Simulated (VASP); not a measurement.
# ZrS2 in VASP: single point with PBE+D3(BJ)

Aim: the single point of ZrS2 with PBE+D3(BJ).

Everything below comes from runs of VASP 6.6.1. Logs are shortened: lines on timing, memory, paths and dates and some standing lists are left out, and cuts for length are marked.

## Step 1: The cell of the first run

The cell holds a slab with vacuum, 12 atoms: a = 7.270 Å, b = 7.270 Å, c = 23.175 Å, α = 90.00°, β = 90.00°, γ = 120.00°.

## Step 2: Single point, PBE+D3(BJ)

Contents of INCAR:

```
SYSTEM = ZrS2
PREC     = Accurate       ! precision mode
ENCUT    = 400            ! plane-wave cutoff, eV
EDIFF    = 1E-6           ! SCF threshold, eV
ISMEAR   = 0              ! smearing method
SIGMA    = 0.05           ! smearing width, eV
LREAL    = .False.        ! projectors in reciprocal space
LASPH    = .True.         ! aspherical terms in the spheres
NELM     = 120            ! most SCF steps
ALGO     = Normal         ! electronic algorithm
ISIF     = 2              ! what is computed and relaxed
LWAVE    = .False.        ! write WAVECAR
LCHARG   = .True.         ! write CHGCAR
LDIPOL   = .True.       
IDIPOL   = 3            
DIPOL    = 0.5 0.5 0.408
GGA      = PE             ! functional
IVDW     = 12             ! dispersion correction
LELF     = .True.         ! ELF
LVHAR    = .True.       
LVACPOTAV= .True.       
NBANDS   = 60             ! bands
GGA_COMPAT= .False.      
NELMDL   = -8
```

Contents of KPOINTS:

```
regular mesh
0
Gamma
  3 3 1
  0 0 0
```

Contents of POSCAR:

```
ZrS2
1.0
    7.2700393928      0.0000000000      0.0000000000
   -3.6350196964      6.2960388007      0.0000000000
    0.0000000000      0.0000000000     23.1745087726
S Zr
8 4
Direct
    0.3333333333      0.1666666667      0.3452068856
    0.3333333333      0.6666666667      0.3452068856
    0.8333333333      0.1666666667      0.3452068856
    0.8333333333      0.6666666667      0.3452068856
    0.1664723066      0.3330523032      0.4714961094
    0.1664111202      0.8333187116      0.4714367866
    0.6666693662      0.3332470920      0.4716282518
    0.6668003424      0.8333807481      0.4715224328
   -0.0000535989     -0.0000926661      0.4082667410
   -0.0000522912      0.4998664086      0.4083948017
    0.5000519851      0.0000088365      0.4084012846
    0.4999245222      0.4999681836      0.4084643122
```

Potentials or basis: VASP PAW PBE potentials, release 64 (S, Zr_sv).

Command:

```bash
cat potpaw_PBE.64/S/POTCAR potpaw_PBE.64/Zr_sv/POTCAR > POTCAR
mpirun -np 1 vasp_std > vasp.out
```

OUTCAR:

```text
SYSTEM = ZrS2
   PREC = Accurate
   ENCUT = 400
   EDIFF = 1E-6
   ISMEAR = 0
   LREAL = .False.
   LASPH = .True.
   NELM = 120
   ISIF = 2
   GGA = PE
   IVDW = 12
   NELMDL = -8
 IVDW          = 12

 ion  position               nearest neighbor table
   1  0.333  0.167  0.345-   9 2.56  11 2.56  12 2.56
   2  0.333  0.667  0.345-  11 2.56  10 2.56  12 2.56
   3  0.833  0.167  0.345-   9 2.56  10 2.56  11 2.56
   4  0.833  0.667  0.345-   9 2.56  10 2.56  12 2.56
   5  0.166  0.333  0.471-  12 2.56  10 2.56   9 2.56
   6  0.166  0.833  0.471-   9 2.56  10 2.56  11 2.56
   7  0.667  0.333  0.472-  11 2.56  10 2.56  12 2.56
   8  0.667  0.833  0.472-  12 2.56  11 2.56   9 2.56
   9  1.000  1.000  0.408-   4 2.56   6 2.56   3 2.56   1 2.56   5 2.56   8 2.56  11 3.63  10 3.63
                            12 3.63  12 3.64  10 3.64  11 3.64
  10  1.000  0.500  0.408-   6 2.56   5 2.56   3 2.56   2 2.56   7 2.56   4 2.56  11 3.63  12 3.63
                             9 3.63   9 3.64  12 3.64  11 3.64
  11  0.500  0.000  0.408-   8 2.56   6 2.56   3 2.56   7 2.56   2 2.56   1 2.56  10 3.63   9 3.63
                            12 3.63  12 3.64   9 3.64  10 3.64
  12  0.500  0.500  0.408-   5 2.56   8 2.56   7 2.56   2 2.56   1 2.56   4 2.56  10 3.63  11 3.63
                             9 3.63   9 3.64  11 3.64  10 3.64

  LATTYP: Found a hexagonal cell.
 ALAT       =     7.2700393928
 C/A-ratio  =     3.1876730676

  Lattice vectors:

 A1 = (   7.2700393928,   0.0000000000,   0.0000000000)
 A2 = (  -3.6350196964,   6.2960388007,   0.0000000000)
 A3 = (   0.0000000000,   0.0000000000,  23.1745087726)

Analysis of symmetry for initial positions (statically):
=====================================================================
 Subroutine PRICEL returns:
 Original cell was already a primitive cell.

 Routine SETGRP: Setting up the symmetry group for a
 hexagonal supercell.

 Subroutine GETGRP returns: Found  1 space group operations
 (whereof  1 operations were pure point group operations)
 out of a pool of 24 trial point group operations.

The static configuration has the point symmetry C_1 .

Analysis of symmetry for dynamics (positions and initial velocities):
=====================================================================
 Subroutine PRICEL returns:
 Original cell was already a primitive cell.

 Routine SETGRP: Setting up the symmetry group for a
 hexagonal supercell.

 Subroutine GETGRP returns: Found  1 space group operations
 (whereof  1 operations were pure point group operations)
 out of a pool of 24 trial point group operations.

The dynamic configuration has the point symmetry C_1 .

 Subroutine INISYM returns: Found  1 space group operations
 (whereof  1 operations are pure point group operations),
 and found     1 'primitive' translations

----------------------------------------------------------------------------------------

                                     Primitive cell

  volume of cell :    1060.7540

  direct lattice vectors                    reciprocal lattice vectors
     7.270039393  0.000000000  0.000000000     0.137550837  0.079415012  0.000000000
    -3.635019696  6.296038801  0.000000000     0.000000000  0.158830025  0.000000000
     0.000000000  0.000000000 23.174508773     0.000000000  0.000000000  0.043150861

  length of vectors
     7.270039393  7.270039393 23.174508773     0.158830025  0.158830025  0.043150861

  position of ions in fractional coordinates (direct lattice)
     0.333333333  0.166666667  0.345206886
     0.333333333  0.666666667  0.345206886
     0.833333333  0.166666667  0.345206886
     0.833333333  0.666666667  0.345206886
     0.166472307  0.333052303  0.471496109
     0.166411120  0.833318712  0.471436787
     0.666669366  0.333247092  0.471628252
     0.666800342  0.833380748  0.471522433
     0.999946401  0.999907334  0.408266741
     0.999947709  0.499866409  0.408394802
     0.500051985  0.000008837  0.408401285
     0.499924522  0.499968184  0.408464312

  ion indices of the primitive-cell ions
   primitive index   ion index
                 1           1
                 2           2
                 3           3
                 4           4
                 5           5
                 6           6
                 7           7
                 8           8
                 9           9
                10          10
                11          11
                12          12

----------------------------------------------------------------------------------------

 KPOINTS: regular mesh

Automatic generation of k-mesh.
 Grid dimensions read from file:
 generate k-points for:    3    3    1

 Generating k-lattice:

  Cartesian coordinates                     Fractional coordinates (reciprocal lattice)
     0.045850279  0.026471671  0.000000000     0.333333333 -0.000000000  0.000000000
     0.000000000  0.052943342  0.000000000     0.000000000  0.333333333  0.000000000
     0.000000000  0.000000000  0.043150861     0.000000000  0.000000000  1.000000000

  Length of vectors
     0.052943342  0.052943342  0.043150861

  Shift w.r.t. Gamma in fractional coordinates (k-lattice)
     0.000000000  0.000000000  0.000000000

 Subroutine IBZKPT returns following result:
 ===========================================

 Found      5 irreducible k-points:

 Following reciprocal coordinates:
            Coordinates               Weight
  0.000000  0.000000  0.000000      1.000000
  0.333333  0.000000  0.000000      2.000000
  0.000000  0.333333  0.000000      2.000000
 -0.333333  0.333333  0.000000      2.000000
  0.333333  0.333333  0.000000      2.000000
   k-points           NKPTS =      5   k-points in BZ     NKDIM =      5   number of bands    NBANDS=     60
   number of dos      NEDOS =    301   number of ions     NIONS =     12
   total plane-waves  NPLWV = 368640
   dimension x,y,z NGX =    48 NGY =   48 NGZ =  160
   dimension x,y,z NGXF=    96 NGYF=   96 NGZF=  320
   ions per type =               8   4
   NGX,Y,Z   is equivalent  to a cutoff of  10.98, 10.98, 11.48 a.u.
   NGXF,Y,Z  is equivalent  to a cutoff of  21.95, 21.95, 22.96 a.u.
 SYSTEM =  ZrS2
   PREC   = accura    normal or accurate (medium, high low for compatibility)
   ISTART =      0    job   : 0-new  1-cont  2-samecut
   ICHARG =      2    charge: 1-file 2-atom 10-const
   ISPIN  =      1    spin polarized calculation?
   LNONCOLLINEAR =      F non collinear calculations
   LSORBIT =      F    spin-orbit coupling
   LASPH  =      T    aspherical Exc in radial PAW
   ENCUT  =  400.0 eV  29.40 Ry    5.42 a.u.  11.86 11.86 37.79*2*pi/ulx,y,z
   NELM   =    120;   NELMIN=  2; NELMDL= -8     # of ELM steps
   EDIFF  = 0.1E-05   stopping-criterion for ELM
   LREAL  =      F    real-space projection
   EDIFFG = 0.1E-04   stopping-criterion for IOM
   NSW    =      0    number of steps for IOM
   IBRION =     -1    ionic relax: 0-MD 1-quasi-New 2-CG
   NFREE  =      0    steps in history (QN), initial steepest desc. (CG)
   ISIF   =      2    stress and relaxation
   ISYM   =      2    0-nonsym 1-usesym 2-fastsym
   POTIM  = 0.5000    time-step for ionic-motion
   TEBEG  =    0.0;   TEEND  =   0.0 temperature during run
   PSTRESS=    0.0 pullay stress
   NELECT =      96.0000    total number of electrons
   NUPDOWN=      -1.0000    fix difference up-down
   EMIN   =  10.00;   EMAX   =-10.00  energy-range for DOS
   EFERMI =   0.00;   METHOD = LEGACY
   ISMEAR =     0;   SIGMA  =   0.05  broadening in eV -4-tet -1-fermi 0-gaus
   EFERMI_NEDOS =   21; number of points for ismear=-14 and -15
   IALGO  =     38    algorithm
   IMIX   =      4    mixing-type and parameters
     AMIX     =   0.40;   BMIX     =  1.00
     AMIX_MAG =   1.60;   BMIX_MAG =  1.00
  volume/ion in A,a.u.               =      88.40       596.53
  Fermi-wavevector in a.u.,A,eV,Ry     =   0.735011  1.388969  7.350422  0.540241
  Thomas-Fermi vector in A             =   1.828103
   LORBIT       =      0    0 simple, 1 ext, 2 COOP (PROOUT), +10 PAW based schemes
   GGA     = PE    functional components
   LHFCALC =     F    Hartree Fock is set to
   AEXX    =    0.0000 exact exchange contribution
   IVDW    =    12    specifies the selected vdW correction
   LEPSILON=     F    determine dielectric tensor
   LRPA    =     F    only Hartree local field effects (RPA)
 non-spin polarized calculation
 Gauss-broadening in eV      SIGMA  =   0.05
  energy-cutoff  :      400.00
  volume of cell :     1060.75
 maximum number of plane-waves:     19326
   NGX = 23   NGY = 23   NGZ = 75

 dipolmoment           0.000000      0.000000      0.000208 electrons x Angstroem

 number of electron      96.0000025 magnetization

 dipolmoment           0.000000      0.000000     -0.000680 electrons x Angstroem

 Free energy of the ion-electron system (eV)
  ---------------------------------------------------
  ext. energy  EPLUGINS =         0.00000000
  ---------------------------------------------------
  free energy    TOTEN  =       -85.63767203 eV

  energy without entropy =      -85.63767203  energy(sigma->0) =      -85.63767203

 E-fermi :  -3.2564     XC(G=0):  -2.8708

 val. band max:       -3.5636464074   @ k =   0.0000   0.0000   0.0000
 cond. band min:      -2.5121968722   @ k =   0.0000   0.0000   0.0000
 fundamental gap:      1.0514495352
 Fermi energy:        -3.2564155671

 k-point     1 :       0.0000    0.0000    0.0000
  band No.  band energies     occupation
      1     -52.4270      2.00000
      2     -52.4071      2.00000
      3     -52.4061      2.00000
      4     -52.4028      2.00000
      5     -30.6184      2.00000
      6     -30.6174      2.00000
[... 52 lines left out ...]
     59       0.2412      0.00000
     60       0.2417      0.00000

 k-point     2 :       0.3333    0.0000    0.0000
  band No.  band energies     occupation
      1     -52.4218      2.00000
      2     -52.4109      2.00000
      3     -52.4070      2.00000
      4     -52.4034      2.00000
      5     -30.5814      2.00000
      6     -30.5798      2.00000
[... 52 lines left out ...]
     59       0.0584      0.00000
     60       0.0598      0.00000

 k-point     3 :       0.0000    0.3333    0.0000
  band No.  band energies     occupation
      1     -52.4217      2.00000
      2     -52.4112      2.00000
      3     -52.4065      2.00000
      4     -52.4037      2.00000
      5     -30.5811      2.00000
      6     -30.5801      2.00000
[... 52 lines left out ...]
     59       0.0591      0.00000
     60       0.0601      0.00000

 k-point     4 :      -0.3333    0.3333    0.0000
  band No.  band energies     occupation
      1     -52.4217      2.00000
      2     -52.4113      2.00000
      3     -52.4062      2.00000
      4     -52.4038      2.00000
      5     -30.5811      2.00000
      6     -30.5801      2.00000
[... 52 lines left out ...]
     59       0.0592      0.00000
     60       0.0595      0.00000

 k-point     5 :       0.3333    0.3333    0.0000
  band No.  band energies     occupation
      1     -52.4151      2.00000
      2     -52.4142      2.00000
      3     -52.4115      2.00000
      4     -52.4022      2.00000
      5     -30.5290      2.00000
      6     -30.5289      2.00000
[... 52 lines left out ...]
     59      -0.0002      0.00000
     60       0.0019      0.00000

------------------------ aborting loop because EDIFF is reached ----------------------------------------

 Edisp (eV)   -2.96950

 E8    (eV) :    -1.3471

  FORCE on cell =-STRESS in cart. coord.  units (eV):
  Direction    XX          YY          ZZ          XY          YZ          ZX
  --------------------------------------------------------------------------------------
  -------------------------------------------------------------------------------------
  Total       1.18818     1.20330    -0.02103    -0.00384     0.02206     0.01117
  in kB       1.79464     1.81748    -0.03176    -0.00580     0.03331     0.01687
  external pressure =        1.19 kB  Pullay stress =        0.00 kB

 VOLUME and BASIS-vectors are now :
 -----------------------------------------------------------------------------
  energy-cutoff  :      400.00
  volume of cell :     1060.75
      direct lattice vectors                 reciprocal lattice vectors
     7.270039393  0.000000000  0.000000000     0.137550837  0.079415012  0.000000000
    -3.635019696  6.296038801  0.000000000     0.000000000  0.158830025  0.000000000
     0.000000000  0.000000000 23.174508773     0.000000000  0.000000000  0.043150861

 POSITION                                       TOTAL-FORCE (eV/Angst)
 -----------------------------------------------------------------------------------
      1.81751      1.04934      8.00000         0.007298      0.005927     -0.011005
     -0.00000      4.19736      8.00000         0.003294     -0.002987     -0.002611
      5.45253      1.04934      8.00000        -0.009396      0.001399     -0.018723
      3.63502      4.19736      8.00000        -0.004335     -0.012632     -0.012325
     -0.00039      2.09691     10.92669         0.001149      0.008134      0.023000
     -1.81931      5.24661     10.92532         0.010532     -0.000364      0.029212
      3.63535      2.09814     10.92975        -0.001523      0.000674      0.001899
      1.81831      5.24700     10.92730        -0.005607     -0.001592      0.018135
      3.63497      6.29546      9.46138         0.004253     -0.002565     -0.003340
      5.45263      3.14718      9.46435        -0.001939      0.007550     -0.006931
      3.63537      0.00006      9.46450        -0.006264     -0.003526     -0.005076
      1.81708      3.14782      9.46596         0.002537     -0.000018     -0.012236
 -----------------------------------------------------------------------------------
    total drift:                                0.000025      0.000074      0.000037

  FREE ENERGIE OF THE ION-ELECTRON SYSTEM (eV)
  ---------------------------------------------------
  free  energy   TOTEN  =       -88.6071697251 eV

  energy  without entropy=      -88.6071697251  energy(sigma->0) =      -88.60716973

 vacuum level on the upper side and lower side of the slab         2.796         2.799
```

It took 17 min on 1 thread of AMD EPYC 7R13, shared host; peak memory 0.74 GiB.

What came out:

```yaml
Free_energy: -88.6072 eV
Largest_force: 0.031 eV/Å
Band_gap_on_the_k_mesh: 1.05 eV
Dispersion_energy_per_atom: -0.247 eV
```

Forces in eV/Å, atoms in the order of the input:
```
S    0.007  0.006 -0.011
S    0.003 -0.003 -0.003
S   -0.009  0.001 -0.019
S   -0.004 -0.013 -0.012
S    0.001  0.008  0.023
S    0.011  0.000  0.029
S   -0.002  0.001  0.002
S   -0.006 -0.002  0.018
Zr   0.004 -0.003 -0.003
Zr  -0.002  0.008 -0.007
Zr  -0.006 -0.004 -0.005
Zr   0.003  0.000 -0.012
```

Levels at points of the mesh, in eV from the valence-band top:
| k point | band 44 | band 45 | band 46 | band 47 | band 48 | band 49 | band 50 | band 51 | band 52 | band 53 |
| --- | --- | --- | --- | --- | --- | --- | --- | --- | --- | --- |
| (0.00, 0.00, 0.00) | -0.93 | -0.92 | -0.92 | 0.00 | 0.00 | 1.05 | 1.05 | 1.05 | 1.67 | 1.67 |
